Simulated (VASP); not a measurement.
# WC (Qusongite) (P-6m2) in VASP: a series of runs, part 2 of 2

VASP 6.6.1. Earlier steps stand in the parts before.

### 3 Single point, PBEsol

This run uses another cell than the first one, of the same volume but with other edges.

INCAR

```
SYSTEM = WC
PREC = Accurate ; ENCUT = 520
EDIFF = 1E-6 ; ISMEAR = 0
SIGMA = 0.1 ; LREAL = .False.
LASPH = .True. ; NELM = 60
ALGO = Normal ; ISIF = 2
LWAVE = .False. ; LCHARG = .False.
GGA = PS ; NBANDS = 16
ISYM = 0
```

KPOINTS

```
Automatic mesh
0
Gamma
  13 9 18
  0 0 0
```

POSCAR

```
WC
1.0
    2.8984102022      0.0000000000      0.0000000000
   -1.4492051011      3.7811273980      0.0000000000
    0.0000000000     -2.1148026191      1.8772181564
W C
1 1
Direct
    0.0000000000      0.0000000000      0.0000000000
    0.3333333333      0.6666666667      0.1666666667
```

Potentials or basis: VASP PAW PBE potentials, release 64 (W_sv, C).

On the command line:

```
cat potpaw_PBE.64/W_sv/POTCAR potpaw_PBE.64/C/POTCAR > POTCAR
mpirun -np 1 vasp_std > vasp.out
```

OUTCAR:

```text
SYSTEM = WC
   PREC = Accurate
   ENCUT = 520
   EDIFF = 1E-6
   ISMEAR = 0
   LREAL = .False.
   LASPH = .True.
   NELM = 60
   ISIF = 2
   GGA = PS
   ISYM = 0

 ion  position               nearest neighbor table
   1  0.000  0.000  0.000-   2 2.19   2 2.19   2 2.19   2 2.19   2 2.19   2 2.19
   2  0.333  0.667  0.167-   1 2.19   1 2.19   1 2.19   1 2.19   1 2.19   1 2.19

IMPORTANT INFORMATION: All symmetrisations will be switched off!
NOSYMM: (Re-)initialisation of all symmetry stuff for point group C_1.

----------------------------------------------------------------------------------------

                                     Primitive cell

  volume of cell :      20.5729

  direct lattice vectors                    reciprocal lattice vectors
     2.898410202  0.000000000  0.000000000     0.345016726  0.132235693  0.148971705
    -1.449205101  3.781127398  0.000000000     0.000000000  0.264471385  0.297943409
     0.000000000 -2.114802619  1.877218156     0.000000000  0.000000000  0.532703137

  length of vectors
     2.898410202  4.049335726  2.827779716     0.398391000  0.398391000  0.532703137

  position of ions in fractional coordinates (direct lattice)
     0.000000000  0.000000000  0.000000000
     0.333333333  0.666666667  0.166666667

  ion indices of the primitive-cell ions
   primitive index   ion index
                 1           1
                 2           2

----------------------------------------------------------------------------------------

 KPOINTS: Automatic mesh

Automatic generation of k-mesh.
 Grid dimensions read from file:
 generate k-points for:   13    9   18

 Generating k-lattice:

  Cartesian coordinates                     Fractional coordinates (reciprocal lattice)
     0.026539748  0.010171976  0.011459362     0.076923077  0.000000000  0.000000000
     0.000000000  0.029385709  0.033104823     0.000000000  0.111111111 -0.000000000
[... 93 lines left out ...]
   EMIN   =  10.00;   EMAX   =-10.00  energy-range for DOS
   EFERMI =   0.00;   METHOD = LEGACY
   ISMEAR =     0;   SIGMA  =   0.10  broadening in eV -4-tet -1-fermi 0-gaus
   EFERMI_NEDOS =   21; number of points for ismear=-14 and -15
   IALGO  =     38    algorithm
   IMIX   =      4    mixing-type and parameters
     AMIX     =   0.40;   BMIX     =  1.00
     AMIX_MAG =   1.60;   BMIX_MAG =  1.00
  volume/ion in A,a.u.               =      10.29        69.42
  Fermi-wavevector in a.u.,A,eV,Ry     =   1.565791  2.958915 33.357409  2.451700
  Thomas-Fermi vector in A             =   2.668215
   LORBIT       =      0    0 simple, 1 ext, 2 COOP (PROOUT), +10 PAW based schemes
   GGA     = PS    functional components
   LHFCALC =     F    Hartree Fock is set to
   AEXX    =    0.0000 exact exchange contribution
   IVDW    =     0    specifies the selected vdW correction
   LEPSILON=     F    determine dielectric tensor
   LRPA    =     F    only Hartree local field effects (RPA)
 non-spin polarized calculation
 Gauss-broadening in eV      SIGMA  =   0.10
  energy-cutoff  :      520.00
  volume of cell :       20.57
 maximum number of plane-waves:       571
 NGX is ok and might be reduce to    24

 number of electron      18.0000000 magnetization

 Free energy of the ion-electron system (eV)
  ---------------------------------------------------
  ext. energy  EPLUGINS =         0.00000000
  ---------------------------------------------------
  free energy    TOTEN  =       -23.89984424 eV

  energy without entropy =      -23.89798618  energy(sigma->0) =      -23.89891521

 E-fermi :  11.0545     XC(G=0): -13.9758

 val. band max:       11.0383356697   @ k =  -0.0769  -0.2222   0.3333
 cond. band min:      11.0616339620   @ k =  -0.4615   0.1111   0.3889
 fundamental gap:      0.0232982923
 Fermi energy:        11.0544980458

 k-point     1 :       0.0000    0.0000    0.0000
  band No.  band energies     occupation
      1     -62.8592      2.00000
      2     -26.8446      2.00000
      3     -26.7410      2.00000
      4     -26.7400      2.00000
      5      -3.4380      2.00000
      6       6.6770      2.00000
[... 433 lines left out ...]
      3     -27.0441      2.00000
      4     -26.7384      2.00000
      5      -0.3632      2.00000
      6       4.5400      2.00000
[... 8 lines left out ...]
     15      26.6843      0.00000
     16      27.6223      0.00000

 [... further k-points ...]
[... 5 lines left out ...]
  --------------------------------------------------------------------------------------
  -------------------------------------------------------------------------------------
  Total        0.1553214      0.1646120      0.1638525     -0.0090974     -0.0031675     -0.0102382
  in kB       12.0961203     12.8196520     12.7605038     -0.7084856     -0.2466794     -0.7973323
  external PRESSURE =      12.5587587 kB  Pullay stress =       0.0000000 kB

 VOLUME and BASIS-vectors are now :
 -----------------------------------------------------------------------------
  energy-cutoff  :      520.00
  volume of cell :       20.57
      direct lattice vectors                 reciprocal lattice vectors
     2.898410202  0.000000000  0.000000000     0.345016726  0.132235693  0.148971705
    -1.449205101  3.781127398  0.000000000     0.000000000  0.264471385  0.297943409
     0.000000000 -2.114802619  1.877218156     0.000000000  0.000000000  0.532703137

 POSITION                                       TOTAL-FORCE (eV/Angst)
 -----------------------------------------------------------------------------------
      0.00000      0.00000      0.00000        -0.001938      0.001388      0.001566
     -0.00000      2.16828      0.31287         0.001938     -0.001388     -0.001566
 -----------------------------------------------------------------------------------
    total drift:                                0.000020      0.000003      0.000008

  FREE ENERGIE OF THE ION-ELECTRON SYSTEM (eV)
  ---------------------------------------------------
  free  energy   TOTEN  =       -23.8998442425 eV

  energy  without entropy=      -23.8979861798  energy(sigma->0) =      -23.89891521
```

stdout:

```text
POSCAR found type information on POSCAR W C
 POSCAR found :  2 types and       2 ions
 scaLAPACK will be used
 -----------------------------------------------------------------------------
|                                                                             |
|                                                                             |
[... 21 lines left out ...]
|     Results are often still useful ...                                      |
|                                                                             |
 -----------------------------------------------------------------------------

 POSCAR, INCAR and KPOINTS ok, starting setup
 FFT: planning ... GRIDC
 FFT: planning ... GRID_SOFT
 FFT: planning ... GRID
 WAVECAR not read
 entering main loop
```

It took 1.8 min on 1 thread of Intel Xeon 6975P-C (Granite Rapids), shared host; peak memory 0.44 GiB.

Results:

```
Free energy            : -23.8998 eV
Pressure               : 1.3 GPa
Band gap on the k mesh : zero (band 9 reaches 11.74 eV, above the bottom of band 10 at 10.49 eV)
```

Forces in eV/Å, atoms in the order of the input:
```
W   -0.002  0.001  0.002
C    0.002 -0.001 -0.002
```

Stress tensor (GPa, compression positive):
```
 1.21 -0.07 -0.08
-0.07  1.28 -0.02
-0.08 -0.02  1.28
```

Caveat: the PAW data sets were made with another functional, which shifts forces and pressure a little; spin-orbit coupling is left out, which moves the levels of the heavy elements.
